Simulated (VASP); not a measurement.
# SrCl2 (Fm-3m) in VASP: a series of runs

SrCl2 is run at these levels: LDA; tasks: single point.

All numbers are computed with VASP 6.6.1; they aren't measurements. Logs are shortened: lines on timing, memory, paths and dates and some standing lists are left out, and cuts for length are marked.

### Step 1. The cell of the first run

It takes space group Fm-3m (No. 225, cubic). The conventional cell has a = 6.971 Å, b = 6.971 Å, c = 6.971 Å, α = 90.00°, β = 90.00°, γ = 90.00°. Sr (site symmetry m-3m) has 8 Cl at 3.02 Å within 4.0 Å. Within 4.0 Å of Cl (site symmetry -43m) lie 4 Sr at 3.02 Å and 6 Cl at 3.49 Å.

### Step 2. Single point, LDA

INCAR reads:

```
ALGO     = Normal         # electronic algorithm
EDIFF    = 1E-6           # SCF threshold, eV
ENCUT    = 520            # plane-wave cutoff, eV
ISIF     = 2              # what is computed and relaxed
ISMEAR   = 0              # smearing method
LASPH    = True           # aspherical terms in the spheres
LCHARG   = False          # write CHGCAR
LREAL    = False          # projectors in reciprocal space
LWAVE    = False          # write WAVECAR
NBANDS   = 19             # bands
NELM     = 100            # most SCF steps
PREC     = Accurate       # precision mode
SIGMA    = 0.05           # smearing width, eV
```

KPOINTS reads:

```
k-points
0
Gamma
  6 6 6
```

POSCAR reads:

```
SrCl2
1.0
    0.0000000000      3.4855000000      3.4855000000
    3.4855000000      0.0000000000      3.4855000000
    3.4855000000      3.4855000000      0.0000000000
Sr Cl
1 2
Direct
    0.0000000000      0.0000000000      0.0000000000
    0.2500000000      0.2500000000      0.2500000000
    0.7500000000      0.7500000000      0.7500000000
```

Potentials or basis: VASP PAW LDA potentials, release 64 (Sr_sv, Cl).

Launch:

```
> cat potpaw_LDA.64/Sr_sv/POTCAR potpaw_LDA.64/Cl/POTCAR > POTCAR
> mpirun -np 1 vasp_std > vasp.out
```

OUTCAR:

```text
EDIFF = 1E-6
   ENCUT = 520
   ISIF = 2
   ISMEAR = 0
   LASPH = True
   LREAL = False
   NELM = 100
   PREC = Accurate

 ion  position               nearest neighbor table
   1  0.000  0.000  0.000-   3 3.02   3 3.02   3 3.02   2 3.02   3 3.02   2 3.02   2 3.02   2 3.02

   2  0.250  0.250  0.250-   1 3.02   1 3.02   1 3.02   1 3.02
   3  0.750  0.750  0.750-   1 3.02   1 3.02   1 3.02   1 3.02

  LATTYP: Found a face centered cubic cell.
 ALAT       =     6.9710000000

  Lattice vectors:

 A1 = (   0.0000000000,   3.4855000000,   3.4855000000)
 A2 = (   3.4855000000,   0.0000000000,   3.4855000000)
 A3 = (   3.4855000000,   3.4855000000,   0.0000000000)

Analysis of symmetry for initial positions (statically):
=====================================================================
 Subroutine PRICEL returns:
 Original cell was already a primitive cell.

 Routine SETGRP: Setting up the symmetry group for a
 face centered cubic supercell.

 Subroutine GETGRP returns: Found 48 space group operations
 (whereof 48 operations were pure point group operations)
 out of a pool of 48 trial point group operations.

The static configuration has the point symmetry O_h .

Analysis of symmetry for dynamics (positions and initial velocities):
=====================================================================
 Subroutine PRICEL returns:
 Original cell was already a primitive cell.

 Routine SETGRP: Setting up the symmetry group for a
 face centered cubic supercell.

 Subroutine GETGRP returns: Found 48 space group operations
 (whereof 48 operations were pure point group operations)
 out of a pool of 48 trial point group operations.

The dynamic configuration has the point symmetry O_h .

 Subroutine INISYM returns: Found 48 space group operations
 (whereof 48 operations are pure point group operations),
 and found     1 'primitive' translations

----------------------------------------------------------------------------------------

                                     Primitive cell

  volume of cell :      84.6887

  direct lattice vectors                    reciprocal lattice vectors
     0.000000000  3.485500000  3.485500000    -0.143451442  0.143451442  0.143451442
     3.485500000  0.000000000  3.485500000     0.143451442 -0.143451442  0.143451442
     3.485500000  3.485500000  0.000000000     0.143451442  0.143451442 -0.143451442

  length of vectors
     4.929241372  4.929241372  4.929241372     0.248465185  0.248465185  0.248465185

  position of ions in fractional coordinates (direct lattice)
     0.000000000  0.000000000  0.000000000
     0.250000000  0.250000000  0.250000000
     0.750000000  0.750000000  0.750000000

  ion indices of the primitive-cell ions
   primitive index   ion index
                 1           1
                 2           2
                 3           3

----------------------------------------------------------------------------------------

 KPOINTS: k-points

Automatic generation of k-mesh.
 Grid dimensions read from file:
 generate k-points for:    6    6    6

 Generating k-lattice:

  Cartesian coordinates                     Fractional coordinates (reciprocal lattice)
    -0.023908574  0.023908574  0.023908574     0.166666667  0.000000000  0.000000000
     0.023908574 -0.023908574  0.023908574     0.000000000  0.166666667  0.000000000
     0.023908574  0.023908574 -0.023908574     0.000000000  0.000000000  0.166666667

  Length of vectors
     0.041410864  0.041410864  0.041410864

  Shift w.r.t. Gamma in fractional coordinates (k-lattice)
     0.000000000  0.000000000  0.000000000

 Subroutine IBZKPT returns following result:
 ===========================================

 Found     16 irreducible k-points:

 Following reciprocal coordinates:
            Coordinates               Weight
  0.000000  0.000000  0.000000      1.000000
  0.166667  0.000000  0.000000      8.000000
  0.333333  0.000000  0.000000      8.000000
  0.500000  0.000000  0.000000      4.000000
  0.166667  0.166667  0.000000      6.000000
  0.333333  0.166667  0.000000     24.000000
[... 8 lines left out ...]
 -0.333333  0.333333  0.166667     24.000000
 -0.333333  0.500000  0.166667     12.000000
   k-points           NKPTS =     16   k-points in BZ     NKDIM =     16   number of bands    NBANDS=     19
   number of dos      NEDOS =    301   number of ions     NIONS =      3
   total plane-waves  NPLWV =  64000
   dimension x,y,z NGX =    40 NGY =   40 NGZ =   40
   dimension x,y,z NGXF=    80 NGYF=   80 NGZF=   80
   ions per type =               1   2
   NGX,Y,Z   is equivalent  to a cutoff of  13.49, 13.49, 13.49 a.u.
   NGXF,Y,Z  is equivalent  to a cutoff of  26.98, 26.98, 26.98 a.u.
 SYSTEM =  unknown system
   PREC   = accura    normal or accurate (medium, high low for compatibility)
   ISTART =      0    job   : 0-new  1-cont  2-samecut
   ICHARG =      2    charge: 1-file 2-atom 10-const
   ISPIN  =      1    spin polarized calculation?
   LNONCOLLINEAR =      F non collinear calculations
   LSORBIT =      F    spin-orbit coupling
   LASPH  =      T    aspherical Exc in radial PAW
   ENCUT  =  520.0 eV  38.22 Ry    6.18 a.u.   9.17  9.17  9.17*2*pi/ulx,y,z
   NELM   =    100;   NELMIN=  2; NELMDL= -5     # of ELM steps
   EDIFF  = 0.1E-05   stopping-criterion for ELM
   LREAL  =      F    real-space projection
   EDIFFG = 0.1E-04   stopping-criterion for IOM
   NSW    =      0    number of steps for IOM
   IBRION =     -1    ionic relax: 0-MD 1-quasi-New 2-CG
   NFREE  =      0    steps in history (QN), initial steepest desc. (CG)
   ISIF   =      2    stress and relaxation
   ISYM   =      2    0-nonsym 1-usesym 2-fastsym
   POTIM  = 0.5000    time-step for ionic-motion
   TEBEG  =    0.0;   TEEND  =   0.0 temperature during run
   PSTRESS=    0.0 pullay stress
   NELECT =      24.0000    total number of electrons
   NUPDOWN=      -1.0000    fix difference up-down
   EMIN   =  10.00;   EMAX   =-10.00  energy-range for DOS
   EFERMI =   0.00;   METHOD = LEGACY
   ISMEAR =     0;   SIGMA  =   0.05  broadening in eV -4-tet -1-fermi 0-gaus
   EFERMI_NEDOS =   21; number of points for ismear=-14 and -15
   IALGO  =     38    algorithm
   IMIX   =      4    mixing-type and parameters
     AMIX     =   0.40;   BMIX     =  1.00
     AMIX_MAG =   1.60;   BMIX_MAG =  1.00
  volume/ion in A,a.u.               =      28.23       190.50
  Fermi-wavevector in a.u.,A,eV,Ry     =   1.075318  2.032056 15.732530  1.156308
  Thomas-Fermi vector in A             =   2.211171
   LORBIT       =      0    0 simple, 1 ext, 2 COOP (PROOUT), +10 PAW based schemes
   GGA     = CA    functional components
   LHFCALC =     F    Hartree Fock is set to
   AEXX    =    0.0000 exact exchange contribution
   IVDW    =     0    specifies the selected vdW correction
   LEPSILON=     F    determine dielectric tensor
   LRPA    =     F    only Hartree local field effects (RPA)
 non-spin polarized calculation
 Gauss-broadening in eV      SIGMA  =   0.05
  energy-cutoff  :      520.00
  volume of cell :       84.69
 maximum number of plane-waves:      2301
 NGX is ok and might be reduce to    40
   NGX = 19   NGY = 19   NGZ = 19

 number of electron      24.0000000 magnetization

 Free energy of the ion-electron system (eV)
  ---------------------------------------------------
  ext. energy  EPLUGINS =         0.00000000
  ---------------------------------------------------
  free energy    TOTEN  =       -14.02903504 eV

  energy without entropy =      -14.02903504  energy(sigma->0) =      -14.02903504

 E-fermi :   0.2646     XC(G=0):  -8.8101

 val. band max:       -0.0222009946   @ k =   0.5000   0.5000   0.0000
 cond. band min:       4.8726236036   @ k =   0.0000   0.0000   0.0000
 fundamental gap:      4.8948245981
 Fermi energy:         0.2646171371

 k-point     1 :       0.0000    0.0000    0.0000
  band No.  band energies     occupation
      1     -32.7097      2.00000
      2     -14.8120      2.00000
      3     -14.8120      2.00000
      4     -14.8120      2.00000
      5     -13.2663      2.00000
      6     -12.3780      2.00000
[... 11 lines left out ...]
     18       8.6844      0.00000
     19       9.1816      0.00000

 k-point     2 :       0.1667    0.0000    0.0000
  band No.  band energies     occupation
      1     -32.7089      2.00000
      2     -14.9068      2.00000
      3     -14.8158      2.00000
      4     -14.8158      2.00000
      5     -13.1063      2.00000
      6     -12.4373      2.00000
[... 11 lines left out ...]
     18       8.5181      0.00000
     19       9.5911      0.00000

 k-point     3 :       0.3333    0.0000    0.0000
  band No.  band energies     occupation
      1     -32.7071      2.00000
      2     -15.0547      2.00000
      3     -14.8232      2.00000
      4     -14.8232      2.00000
      5     -12.8819      2.00000
      6     -12.4911      2.00000
[... 11 lines left out ...]
     18       8.4082      0.00000
     19       8.7841      0.00000

 k-point     4 :       0.5000    0.0000    0.0000
  band No.  band energies     occupation
      1     -32.7062      2.00000
      2     -15.1152      2.00000
      3     -14.8270      2.00000
      4     -14.8270      2.00000
      5     -12.8504      2.00000
      6     -12.4453      2.00000
[... 11 lines left out ...]
     18       8.4554      0.00000
     19       8.4554      0.00000

 k-point     5 :       0.1667    0.1667    0.0000
  band No.  band energies     occupation
      1     -32.7086      2.00000
      2     -14.9291      2.00000
      3     -14.8210      2.00000
      4     -14.8210      2.00000
      5     -13.0480      2.00000
      6     -12.4617      2.00000
[... 11 lines left out ...]
     18       8.4299      0.00000
     19       8.8014      0.00000

 k-point     6 :       0.3333    0.1667    0.0000
  band No.  band energies     occupation
      1     -32.7071      2.00000
      2     -15.0360      2.00000
      3     -14.8451      2.00000
      4     -14.8293      2.00000
      5     -12.8230      2.00000
      6     -12.5380      2.00000
[... 11 lines left out ...]
     18       8.3194      0.00000
     19       9.1606      0.00000

 k-point     7 :       0.5000    0.1667    0.0000
  band No.  band energies     occupation
      1     -32.7060      2.00000
      2     -15.0895      2.00000
      3     -14.8870      2.00000
      4     -14.8323      2.00000
      5     -12.7545      2.00000
      6     -12.4933      2.00000
[... 11 lines left out ...]
     18       8.4925      0.00000
     19       8.8556      0.00000

 k-point     8 :      -0.3333    0.1667    0.0000
  band No.  band energies     occupation
      1     -32.7062      2.00000
      2     -15.0648      2.00000
      3     -14.8945      2.00000
      4     -14.8270      2.00000
      5     -12.7592      2.00000
      6     -12.5158      2.00000
[... 80 lines left out ...]
 k-point    12 :      -0.3333    0.3333    0.0000
  band No.  band energies     occupation
      1     -32.7054      2.00000
      2     -15.0418      2.00000
      3     -14.9908      2.00000
      4     -14.8368      2.00000
      5     -12.6358      2.00000
      6     -12.5366      2.00000
[... 11 lines left out ...]
     18       8.7058      0.00000
     19       9.8127      0.00000

 k-point    13 :       0.5000    0.5000    0.0000
  band No.  band energies     occupation
      1     -32.7051      2.00000
      2     -15.1797      2.00000
      3     -14.8480      2.00000
      4     -14.8480      2.00000
      5     -12.6946      2.00000
      6     -12.4626      2.00000
[... 11 lines left out ...]
     18       8.2873      0.00000
     19       9.5582      0.00000

 k-point    14 :       0.5000    0.3333    0.1667
  band No.  band energies     occupation
      1     -32.7060      2.00000
      2     -15.0713      2.00000
      3     -14.9096      2.00000
      4     -14.8358      2.00000
      5     -12.6477      2.00000
      6     -12.5894      2.00000
[... 11 lines left out ...]
     18       8.4097      0.00000
     19       9.5070      0.00000

 k-point    15 :      -0.3333    0.3333    0.1667
  band No.  band energies     occupation
      1     -32.7054      2.00000
      2     -15.0497      2.00000
      3     -14.9790      2.00000
      4     -14.8408      2.00000
      5     -12.6351      2.00000
      6     -12.5372      2.00000
[... 11 lines left out ...]
     18       8.8132      0.00000
     19       9.5543      0.00000

 k-point    16 :      -0.3333    0.5000    0.1667
  band No.  band energies     occupation
      1     -32.7051      2.00000
      2     -15.1041      2.00000
      3     -14.9391      2.00000
      4     -14.8483      2.00000
      5     -12.6284      2.00000
      6     -12.5134      2.00000
[... 11 lines left out ...]
     18       9.2112      0.00000
     19       9.6942      0.00000

------------------------ aborting loop because EDIFF is reached ----------------------------------------

  FORCE on cell =-STRESS in cart. coord.  units (eV):
  Direction    XX          YY          ZZ          XY          YZ          ZX
  --------------------------------------------------------------------------------------
  -------------------------------------------------------------------------------------
  Total       -1.4035598     -1.4035598     -1.4035598      0.0000000      0.0000000      0.0000000
  in kB      -26.5531627    -26.5531627    -26.5531627      0.0000000      0.0000000      0.0000000
  external PRESSURE =     -26.5531627 kB  Pullay stress =       0.0000000 kB

 VOLUME and BASIS-vectors are now :
 -----------------------------------------------------------------------------
  energy-cutoff  :      520.00
  volume of cell :       84.69
      direct lattice vectors                 reciprocal lattice vectors
     0.000000000  3.485500000  3.485500000    -0.143451442  0.143451442  0.143451442
     3.485500000  0.000000000  3.485500000     0.143451442 -0.143451442  0.143451442
     3.485500000  3.485500000  0.000000000     0.143451442  0.143451442 -0.143451442

 POSITION                                       TOTAL-FORCE (eV/Angst)
 -----------------------------------------------------------------------------------
      0.00000      0.00000      0.00000        -0.000000      0.000000      0.000000
      1.74275      1.74275      1.74275         0.000000     -0.000000     -0.000000
      5.22825      5.22825      5.22825        -0.000000      0.000000      0.000000
 -----------------------------------------------------------------------------------
    total drift:                               -0.000000     -0.000000      0.000000

  FREE ENERGIE OF THE ION-ELECTRON SYSTEM (eV)
  ---------------------------------------------------
  free  energy   TOTEN  =       -14.0290350423 eV

  energy  without entropy=      -14.0290350423  energy(sigma->0) =      -14.02903504
```

Wall time 26 s (1 thread of Intel Xeon Platinum 8259CL at 2.50GHz (Skylake/Cascade Lake), shared host); peak memory 0.19 GiB.

What came out:

```yaml
Free_energy: -14.0290 eV
Pressure: -2.7 GPa
Band_gap_on_the_k_mesh: 4.89 eV, indirect (least direct gap 5.15 eV)
```

Levels at points of the mesh, in eV from the valence-band top:
```csv
k point,band 10,band 11,band 12,band 13,band 14,band 15
"(0.00, 0.00, 0.00)",-0.35,-0.35,-0.35,4.89,5.82,5.82
"(0.50, 0.00, 0.00)",-1.38,-1.08,-1.08,6.44,6.44,7.30
"(0.50, 0.50, 0.00)",-0.42,-0.42,0.00,5.15,6.81,7.36
```

[end of part 1 of 2]
